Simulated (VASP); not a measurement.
Zr2HS4: single point with PBE+D3(BJ)

System: Zr2HS4, a slab with vacuum.

```xyz
14
Lattice="7.2977 0.0000 0.0000 -3.6488 6.3200 0.0000 0.0000 0.0000 20.9172" Properties=species:S:1:pos:R:3 pbc="T T T"
S     1.8244    1.0533    4.0000
S     0.0000    4.2133    4.0000
S     5.4733    1.0533    4.0000
S     3.6488    4.2133    4.0000
S     0.0000    2.1067    6.9172
S    -1.8244    5.2666    6.9172
S     3.6488    2.1067    6.9172
S     1.8244    5.2666    6.9172
Zr    0.0000    0.0000    5.4586
Zr   -1.8244    3.1600    5.4586
Zr    3.6488    0.0000    5.4586
Zr    1.8244    3.1600    5.4586
H    -0.3248    4.4008    8.3272
H     0.3248    4.0258    8.3272
```

* Program: VASP 6.6.1
* Task: single point
* Functional: PBE
* Dispersion: D3(BJ)
* Potentials or basis: VASP PAW PBE potentials, release 64 (S, Zr_sv, H)
* Cutoff: 400 eV
* k mesh: 6 × 6 × 1
* Occupations: gaussian, width 0.05 eV
* Spin: no spin polarisation

| Quantity | Value |
| --- | --- |
| Largest force | 0.503 eV/Å |
| Band gap on the k mesh | 1.11 eV |
| Dispersion energy per atom | -0.221 eV |

Forces in eV/Å, atoms in the order of the input:
```
S    0.004 -0.001 -0.022
S   -0.005  0.003  0.019
S    0.003 -0.001 -0.020
S    0.003 -0.003 -0.022
S   -0.017 -0.230 -0.230
S   -0.185  0.107 -0.190
S   -0.001  0.000  0.041
S    0.191  0.130 -0.230
Zr  -0.037  0.021 -0.075
Zr   0.009 -0.040 -0.079
Zr   0.039  0.012 -0.079
Zr   0.012 -0.007 -0.090
H   -0.101  0.058  0.482
H    0.085 -0.049  0.493
```

Levels at points of the mesh, in eV from the valence-band top:
```csv
k point,band 45,band 46,band 47,band 48,band 49,band 50,band 51,band 52,band 53,band 54
"(0.00, 0.00, 0.00)",-0.93,-0.91,-0.48,0.00,0.00,1.11,1.12,1.15,1.71,1.71
"(0.50, 0.00, 0.00)",-1.11,-0.87,-0.83,-0.49,-0.42,1.51,1.51,2.29,2.30,2.77
"(0.50, 0.50, 0.00)",-1.11,-0.85,-0.84,-0.51,-0.43,1.50,1.51,2.29,2.30,2.77
```

Wall time 33 min on 1 thread of Oxide Virtual Turin-like Processor, with other jobs on the host, peak memory 0.87 GiB.
